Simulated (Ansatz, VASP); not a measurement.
**Two plane-wave programs on ZnS**

```xyz
4
Lattice="3.7557 0.0000 0.0000 -1.8778 3.2525 0.0000 0.0000 0.0000 6.1633" Properties=species:S:1:pos:R:3 pbc="T T T"
Zn    0.0000    2.1683    0.0332
Zn    1.8778    1.0842    3.1149
S     0.0000    2.1683    2.3396
S     1.8778    1.0842    5.4213
```

Alike in both runs: functional r2SCAN; k mesh 12 × 12 × 6; occupations fermi-dirac, width 0.02 eV; no spin polarisation.

Ansatz relaxed the structure, and its values are those at the end. VASP's run is a single point on that final structure, the one shown.

|  | VASP | Ansatz |
| --- | --- | --- |
| version | VASP 6.6.1 | Ansatz 0.2.0 |
| potentials or method | VASP PAW PBE potentials, release 64 (Zn, S), cutoff 520 eV | PAW plane waves |
| valence electrons in the cell | 36 | 36 |

Ansatz gave:

| Property | Result |
| --- | --- |
| gap on the k mesh at the Fermi level (eV) | 2.97 |
| pressure (GPa) | 3.4 |
| rms of the force components (eV/Å) | 0.005 |

Problem. Estimate VASP's values.

Solution. gap on the k mesh at the Fermi level (eV): 2.98; pressure (GPa): 3.5; rms of the force components (eV/Å): 0.000.

VASP's potentials were made for PBE, not for r2SCAN. Ansatz's warnings: stress scf threshold loose.
